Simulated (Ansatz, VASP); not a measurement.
**One calculation of Ni, two programs**

INCAR

```
ALGO = Normal
EDIFF = 1E-6
ENCUT = 600
GGA = PS
GGA_COMPAT = F
ISIF = 2
ISMEAR = 0
ISPIN = 2
LASPH = T
LCHARG = T
LELF = T
LMAXMIX = 4
LORBIT = 11
LREAL = F
LVHAR = T
LWAVE = F
MAGMOM = 2
NBANDS = 15
NELM = 200
PREC = Accurate
SIGMA = 0.1
```

The input KPOINTS:

```
k-points
0
Gamma
  8 8 8
```

File POSCAR:

```
Ni
1.0
    0.0000000000      1.7375729300      1.7375729300
    1.7375729300      0.0000000000      1.7375729300
    1.7375729300      1.7375729300      0.0000000000
Ni
1
Direct
    0.0000000000      0.0000000000      0.0000000000
```

Input for Ansatz:

```yaml
crystal:
  lattice:
    - [0.0, 1.73757293, 1.73757293]
    - [1.73757293, 0.0, 1.73757293]
    - [1.73757293, 1.73757293, 0.0]
  atoms:
    - { symbol: Ni, position: [0.0, 0.0, 0.0], spin: 2.0 }
basis:
  ecutwfc: 420
kpoints:
  mp_grid: { grid: [8, 8, 8] }
hamiltonian:
  xc: pbesol
scf:
  occupations: { method: gaussian, width: 0.1 }
  lower_state_search: "off"
output:
  forces: true
  stress: true
  eigenvalues: true
  populations: true
magnetization:
  spin_polarized: true
```

Alike in both runs: task single point; functional PBEsol; k mesh 8 × 8 × 8; occupations gaussian, width 0.1 eV; collinear spin.

```csv
,VASP,Ansatz
version,VASP 6.6.1,Ansatz 0.2.0
potentials or method,"VASP PAW PBE potentials, release 64 (Ni), cutoff 600 eV","scalar-relativistic, plane waves, PAW"
valence electrons in the cell,10,18
```

VASP gave:

* gap on the k mesh at the Fermi level (eV): none
* pressure (GPa): -2.1
* net moment per atom (μB): 0.70
* size of the moment on the site where the two differ most (μB): 0.70

Task: Estimate Ansatz's values.

Result: gap on the k mesh at the Fermi level (eV): none; pressure (GPa): -2.0; net moment per atom (μB): 0.70; size of the moment on the site where the two differ most (μB): 0.73.

VASP's potentials were made for PBE, not for PBEsol. Site moments also hang on the region over which each program counts them. A gap of «none» marks a metal or a gap that the smearing closes. VASP's potentials hold 10 valence electrons a cell and Ansatz's 18, so a difference there can come from the potentials and not from the codes.

The k mesh is coarse, so the values compare programs but aren't converged.
